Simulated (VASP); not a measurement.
Si: single point with LDA

Si:

```
Si
1.0
    -1.46422    1.78961    1.32033
     1.46422   -1.78961    1.32033
     1.46422    1.78961   -1.32033
Si
1
Direct
  0.00000 0.00000 0.00000
```

This cell differs from its parent crystal: strain -0.1000 x Voigt [1, -1, 0, 0, 0, 0].

```yaml
Program: VASP 6.6.1
Task: single point
Functional: LDA
Potentials_or_basis: VASP PAW LDA potentials, release 64 (Si)
Cutoff: 520 eV
k_mesh: 22 × 22 × 22
Occupations: gaussian, width 0.15 eV
Spin: no spin polarisation
```

- Pressure: 1.0 GPa
- Band gap on the k mesh: zero (band 2 reaches 20.98 eV, above the bottom of band 3 at 7.29 eV)

Stress tensor (GPa, compression positive):
```
 2.84  0.00  0.00
 0.00 -1.29  0.00
 0.00  0.00  1.51
```

Levels at points of the mesh, in eV from the Fermi level:
```
           k point  band 1  band 2  band 3  band 4  band 5
(0.00, 0.00, 0.00)  -14.83   10.24   10.30   10.85   12.61
(0.50, 0.00, 0.00)   -6.98   -6.93    6.69    8.47    8.54
(0.00, 0.50, 0.00)   -5.98   -5.23    3.62    4.46    4.88
(0.50, 0.50, 0.00)   -8.37   -7.41    9.06   10.49   11.45
(0.50, 0.50, 0.50)   -4.53   -3.09    0.37    2.85    4.02
```

It took 38 s on 1 thread of Intel(R) Xeon(R) 6975P-C (Granite Rapids), on a shared host, peak memory 0.24 GiB.

Caveat: the cell differs from its parent crystal (strain -0.1000 x Voigt [1, -1, 0, 0, 0, 0]).
